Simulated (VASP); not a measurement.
# KF (Fm-3m) in VASP: further runs, part 2 of 4

VASP 6.6.1.

### Step 3. Electric field gradients, PBEsol (volume scaled by 1.01)

Input file INCAR:

```
PREC = Accurate ; ENCUT = 520
EDIFF = 1E-8 ; ISMEAR = -1
SIGMA = 0.01 ; LREAL = False
LASPH = True ; NELM = 60
ALGO = Normal ; ISIF = 2
LWAVE = False ; LCHARG = False
GGA = PS ; LEFG = True
NBANDS = 15
```

Input file KPOINTS:

```
regular mesh
0
Gamma
  9 9 9
```

Input file POSCAR:

```
KF
1.0
    0.0000000000      2.6823821250      2.6823821250
    2.6823821250      0.0000000000      2.6823821250
    2.6823821250      2.6823821250      0.0000000000
K F
1 1
Direct
    0.0000000000      0.0000000000      0.0000000000
    0.5000000000      0.5000000000      0.5000000000
```

Potentials or basis: VASP PAW PBE potentials, release 64 (K_sv, F).

Started as:

```bash
$ cat potpaw_PBE.64/K_sv/POTCAR potpaw_PBE.64/F/POTCAR > POTCAR
$ mpirun -np 1 vasp_std > vasp.out
```

OUTCAR:

```text
PREC = Accurate
   ENCUT = 520
   EDIFF = 1E-8
   ISMEAR = -1
   LREAL = False
   LASPH = True
   NELM = 60
   ISIF = 2
   GGA = PS

 ion  position               nearest neighbor table
   1  0.000  0.000  0.000-   2 2.68   2 2.68   2 2.68   2 2.68   2 2.68   2 2.68
   2  0.500  0.500  0.500-   1 2.68   1 2.68   1 2.68   1 2.68   1 2.68   1 2.68

  LATTYP: Found a face centered cubic cell.
 ALAT       =     5.3647642500

  Lattice vectors:

 A1 = (   0.0000000000,   2.6823821250,   2.6823821250)
 A2 = (   2.6823821250,   0.0000000000,   2.6823821250)
 A3 = (   2.6823821250,   2.6823821250,   0.0000000000)

Analysis of symmetry for initial positions (statically):
=====================================================================
 Subroutine PRICEL returns:
 Original cell was already a primitive cell.

 Routine SETGRP: Setting up the symmetry group for a
 face centered cubic supercell.

 Subroutine GETGRP returns: Found 48 space group operations
 (whereof 48 operations were pure point group operations)
 out of a pool of 48 trial point group operations.

The static configuration has the point symmetry O_h .

Analysis of symmetry for dynamics (positions and initial velocities):
=====================================================================
 Subroutine PRICEL returns:
 Original cell was already a primitive cell.

 Routine SETGRP: Setting up the symmetry group for a
 face centered cubic supercell.

 Subroutine GETGRP returns: Found 48 space group operations
 (whereof 48 operations were pure point group operations)
 out of a pool of 48 trial point group operations.

The dynamic configuration has the point symmetry O_h .

 Subroutine INISYM returns: Found 48 space group operations
 (whereof 48 operations are pure point group operations),
 and found     1 'primitive' translations

----------------------------------------------------------------------------------------

                                     Primitive cell

  volume of cell :      38.6004

  direct lattice vectors                    reciprocal lattice vectors
     0.000000000  2.682382125  2.682382125    -0.186401481  0.186401481  0.186401481
     2.682382125  0.000000000  2.682382125     0.186401481 -0.186401481  0.186401481
     2.682382125  2.682382125  0.000000000     0.186401481  0.186401481 -0.186401481

  length of vectors
     3.793461181  3.793461181  3.793461181     0.322856835  0.322856835  0.322856835

  position of ions in fractional coordinates (direct lattice)
     0.000000000  0.000000000  0.000000000
     0.500000000  0.500000000  0.500000000

  ion indices of the primitive-cell ions
   primitive index   ion index
                 1           1
                 2           2

----------------------------------------------------------------------------------------

 KPOINTS: regular mesh

Automatic generation of k-mesh.
[... 76 lines left out ...]
   PSTRESS=    0.0 pullay stress
   NELECT =      16.0000    total number of electrons
   NUPDOWN=      -1.0000    fix difference up-down
   EMIN   =  10.00;   EMAX   =-10.00  energy-range for DOS
   EFERMI =   0.00;   METHOD = LEGACY
   ISMEAR =    -1;   SIGMA  =   0.01  broadening in eV -4-tet -1-fermi 0-gaus
   EFERMI_NEDOS =   21; number of points for ismear=-14 and -15
   IALGO  =     38    algorithm
   IMIX   =      4    mixing-type and parameters
     AMIX     =   0.40;   BMIX     =  1.00
     AMIX_MAG =   1.60;   BMIX_MAG =  1.00
  volume/ion in A,a.u.               =      19.30       130.24
  Fermi-wavevector in a.u.,A,eV,Ry     =   1.220630  2.306657 20.271845  1.489939
  Thomas-Fermi vector in A             =   2.355841
   LORBIT       =      0    0 simple, 1 ext, 2 COOP (PROOUT), +10 PAW based schemes
   GGA     = PS    functional components
   LHFCALC =     F    Hartree Fock is set to
   AEXX    =    0.0000 exact exchange contribution
   IVDW    =     0    specifies the selected vdW correction
   LEPSILON=     F    determine dielectric tensor
   LRPA    =     F    only Hartree local field effects (RPA)
 non-spin polarized calculation
  energy-cutoff  :      520.00
  volume of cell :       38.60
 maximum number of plane-waves:      1049
   NGX = 15   NGY = 15   NGZ = 15

 number of electron      15.9999996 magnetization

 Free energy of the ion-electron system (eV)
  ---------------------------------------------------
  ext. energy  EPLUGINS =         0.00000000
  ---------------------------------------------------
  free energy    TOTEN  =        -8.51792103 eV

  energy without entropy =       -8.51792103  energy(sigma->0) =       -8.51792103

 E-fermi :  -2.6211     XC(G=0):  -8.5516

 val. band max:       -2.9374998012   @ k =   0.0000   0.0000   0.0000
 cond. band min:       3.0347965250   @ k =   0.0000   0.0000   0.0000
 fundamental gap:      5.9722963261
 Fermi energy:        -2.6211170752

 k-point     1 :       0.0000    0.0000    0.0000
  band No.  band energies     occupation
      1     -28.9353      2.00000
      2     -21.4602      2.00000
      3     -12.2554      2.00000
      4     -12.2554      2.00000
      5     -12.2554      2.00000
      6      -2.9375      2.00000
      7      -2.9375      2.00000
      8      -2.9375      2.00000
      9       3.0348      0.00000
     10       7.6663      0.00000
     11       7.6663      0.00000
     12       7.6663      0.00000
     13       9.3235      0.00000
     14       9.3235      0.00000
[... 401 lines left out ...]
      2     -21.4773      2.00000
      3     -12.7798      2.00000
      4     -12.4584      2.00000
      5     -12.4584      2.00000
      6      -3.1910      2.00000
      7      -2.9969      2.00000
      8      -2.9969      2.00000
      9       5.2040      0.00000
     10       7.0018      0.00000
     11       8.7482      0.00000
     12      10.5531      0.00000
     13      11.0686      0.00000
     14      11.0686      0.00000
     15      13.0038      0.00000

 [... further k-points ...]
[... 5 lines left out ...]
  --------------------------------------------------------------------------------------
  -------------------------------------------------------------------------------------
  Total       -0.2343582     -0.2343582     -0.2343582      0.0000000     -0.0000000      0.0000000
  in kB       -9.7274440     -9.7274440     -9.7274440      0.0000000     -0.0000000      0.0000000
  external PRESSURE =      -9.7274440 kB  Pullay stress =       0.0000000 kB

 VOLUME and BASIS-vectors are now :
 -----------------------------------------------------------------------------
  energy-cutoff  :      520.00
  volume of cell :       38.60
      direct lattice vectors                 reciprocal lattice vectors
     0.000000000  2.682382125  2.682382125    -0.186401481  0.186401481  0.186401481
     2.682382125  0.000000000  2.682382125     0.186401481 -0.186401481  0.186401481
     2.682382125  2.682382125  0.000000000     0.186401481  0.186401481 -0.186401481

 POSITION                                       TOTAL-FORCE (eV/Angst)
 -----------------------------------------------------------------------------------
      0.00000      0.00000      0.00000         0.000000      0.000000      0.000000
      2.68238      2.68238      2.68238        -0.000000     -0.000000     -0.000000
 -----------------------------------------------------------------------------------
    total drift:                                0.000000      0.000000      0.000000

  FREE ENERGIE OF THE ION-ELECTRON SYSTEM (eV)
  ---------------------------------------------------
  free  energy   TOTEN  =        -8.5179210304 eV

  energy  without entropy=       -8.5179210304  energy(sigma->0) =       -8.51792103

 Electric field gradients (V/A^2)
---------------------------------------------------------------------
 ion       V_xx      V_yy      V_zz      V_xy      V_xz      V_yz
---------------------------------------------------------------------
   1       0.000    -0.000    -0.000     0.000     0.000     0.000
   2      -0.000    -0.000     0.000     0.008     0.008     0.008
---------------------------------------------------------------------

 Electric field gradients after diagonalization (V/A^2)
 (convention: |V_zz| > |V_xx| > |V_yy|)
----------------------------------------------------------------------
 ion       V_xx      V_yy      V_zz     asymmetry (V_yy - V_xx)/ V_zz
----------------------------------------------------------------------
   1      -0.000    -0.000     0.000       0.000
   2      -0.008    -0.008     0.016       0.000
----------------------------------------------------------------------

           NMR quadrupolar parameters

 Cq : quadrupolar parameter    Cq=e*Q*V_zz/h
 eta: asymmetry parameters     (V_yy - V_xx)/ V_zz
 Q  : nuclear electric quadrupole moment in mb (millibarn)
----------------------------------------------------------------------
 ion       Cq(MHz)       eta       Q (mb)
----------------------------------------------------------------------
   1       0.000       0.000       1.000
   2       0.000       0.000       1.000
----------------------------------------------------------------------
```

OSZICAR:

```text
N       E                     dE             d eps       ncg     rms          rms(c)
DAV:   1     0.106928829138E+03    0.10693E+03   -0.82078E+03  1050   0.103E+03
DAV:   2    -0.527732706578E+01   -0.11221E+03   -0.10267E+03  1401   0.278E+02
DAV:   3    -0.953378892170E+01   -0.42565E+01   -0.42348E+01  1302   0.489E+01
DAV:   4    -0.964555432486E+01   -0.11177E+00   -0.11175E+00  1512   0.771E+00
DAV:   5    -0.964736020887E+01   -0.18059E-02   -0.18059E-02  1344   0.836E-01    0.586E+00
DAV:   6    -0.855922700297E+01    0.10881E+01   -0.30188E+00  1134   0.138E+01    0.400E+00
DAV:   7    -0.852333612994E+01    0.35891E-01   -0.66481E-02  1295   0.221E+00    0.227E+00
DAV:   8    -0.851578777770E+01    0.75484E-02   -0.51229E-02  1267   0.223E+00    0.209E-01
DAV:   9    -0.851730015927E+01   -0.15124E-02   -0.44258E-03  1260   0.556E-01    0.122E-01
DAV:  10    -0.851769540762E+01   -0.39525E-03   -0.37057E-04  1170   0.170E-01    0.795E-02
DAV:  11    -0.851792108251E+01   -0.22567E-03   -0.21283E-04  1113   0.106E-01    0.150E-02
DAV:  12    -0.851792095699E+01    0.12552E-06   -0.11763E-05  1305   0.338E-02    0.513E-03
DAV:  13    -0.851792095474E+01    0.22535E-08   -0.25365E-06  1169   0.136E-02    0.250E-03
DAV:  14    -0.851792100380E+01   -0.49065E-07   -0.68124E-08  1344   0.251E-03    0.553E-04
DAV:  15    -0.851792102500E+01   -0.21199E-07   -0.45056E-09   934   0.506E-04    0.767E-05
DAV:  16    -0.851792103045E+01   -0.54492E-08   -0.85487E-10   658   0.252E-04
   1 F= -.85179210E+01 E0= -.85179210E+01  d E =-.108050E-15
```

stdout:

```text
POSCAR found type information on POSCAR K F
 POSCAR found :  2 types and       2 ions
 scaLAPACK will be used
 -----------------------------------------------------------------------------
|                                                                             |
|                                                                             |
|     You enforced a specific xc type in the INCAR file but a different       |
|     I HOPE YOU KNOW WHAT YOU ARE DOING!                                     |
|                                                                             |
 -----------------------------------------------------------------------------

 LDA part: xc-table for (Slater+PW92), standard interpolation
 POSCAR, INCAR and KPOINTS ok, starting setup
 FFT: planning ... GRIDC
 FFT: planning ... GRID_SOFT
 FFT: planning ... GRID
 WAVECAR not read
 entering main loop
ion   1

ion   2
```

Run time: 12 s. Hardware: 1 thread of Intel Xeon 6975P-C (Granite Rapids), shared host; peak memory 0.16 GiB.

Results:

```
Free energy            : -8.5179 eV
Pressure               : -1.0 GPa
Band gap on the k mesh : 5.97 eV, direct
```

Levels at points of the mesh, in eV from the valence-band top:
| k point | band 5 | band 6 | band 7 | band 8 | band 9 | band 10 | band 11 | band 12 |
| --- | --- | --- | --- | --- | --- | --- | --- | --- |
| (0.00, 0.00, 0.00) | -9.32 | 0.00 | 0.00 | 0.00 | 5.97 | 10.60 | 10.60 | 10.60 |

Caveat: without QUAD_EFG the Cq values of the log hold for a quadrupole moment of 1 mb, not for the nuclei; the PAW data sets were made with another functional, which shifts forces and pressure a little. A k mesh can miss the band edges.

(Continued in part 3 of 4.)
